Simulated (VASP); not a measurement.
A run of VASP 6.6.1 is set up as follows.

File INCAR:

```
PREC = Accurate
ENCUT = 520
EDIFF = 1E-6
ISMEAR = 1
SIGMA = 0.1
LREAL = F
LASPH = T
NELM = 80
ALGO = Normal
ISIF = 2
LWAVE = F
LCHARG = T
GGA = PE
IVDW = 12
LELF = T
LVHAR = T
NBANDS = 14
```

KPOINTS

```
Automatic mesh
0
Gamma
  11 11 11
```

POSCAR

```
HfC
1.0
    0.0000000000      2.3250000000      2.3250000000
    2.3250000000      0.0000000000      2.3250000000
    2.3250000000      2.3250000000      0.0000000000
Hf C
1 1
Direct
    0.5000000000      0.5000000000      0.5000000000
    0.0000000000      0.0000000000      0.0000000000
```

Potentials or basis: VASP PAW PBE potentials, release 64 (Hf_pv, C).

Command:

```console
$ cat potpaw_PBE.64/Hf_pv/POTCAR potpaw_PBE.64/C/POTCAR > POTCAR
$ mpirun -np 1 vasp_std > vasp.out
```

Task: What does it give for the band gap on the k mesh?

Result: Zero (band 7 reaches 6.96 eV, above the bottom of band 8 at 5.53 eV).

Task: What does it give for the pressure?

Result: -5.1 GPa.

Task: What does it give for the dispersion energy per atom?

Result: -0.358 eV.

Caveat: spin-orbit coupling is left out, which moves the levels of the heavy elements; pairwise dispersion overbinds metals, which lowers pressure and volume.
